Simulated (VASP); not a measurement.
Runs of VASP 6.6.1 on Si2Sn. The structure is that of space group P-6m2 (No. 187), or close to it. The cells are those of the table. 

```tsv
task	cell	k mesh	cutoff (eV)	gap on the mesh (eV)	pressure (GPa)	relaxed volume (Å³/atom)	largest force (eV/Å)
single point	a = 3.060, b = 3.060, c = 14.418 Å, angles 90.0, 90.0, 120.0°, 6 atoms	6 × 6 × 2	520	none	1.7	-	(a)
relaxation of cell and atoms	relaxed from a = 3.060, b = 3.060, c = 14.418 Å, angles 90.0, 90.0, 120.0°, 6 atoms	6 × 6 × 2	600	none	0.1	20.63	0.02
single point	a = 3.674, b = 3.674, c = 10.591 Å, angles 90.0, 90.0, 120.0°, 6 atoms	6 × 6 × 2	520	none	0.0	-	0.01
single point	a = 3.662, b = 3.662, c = 10.785 Å, angles 90.0, 90.0, 120.0°, 6 atoms	12 × 12 × 4	520	none	0.0	-	0.01
relaxation of cell and atoms	relaxed from a = 3.674, b = 3.674, c = 10.591 Å, angles 90.0, 90.0, 120.0°, 6 atoms	12 × 12 × 4	600	none	0.0	20.86	-
```

Alike in all rows: level PBE; potentials or basis VASP PAW PBE potentials, release 64 (Si, Sn_d); no spin polarisation; smearing gaussian 0.1 eV.

**Question.** Estimate the missing entries.

**Answer.** (a) 1.13.

Caveats: some runs use coarse meshes; spin-orbit coupling is left out, which moves the levels of the heavy elements; forces of over 1 eV/Å act on the atoms, so gaps and moduli don't describe the material at rest (some runs).

A k mesh can miss the band edges, and the runs leave out spin-orbit coupling on Sn.

A gap of «none» marks levels without a gap at the run's occupations.
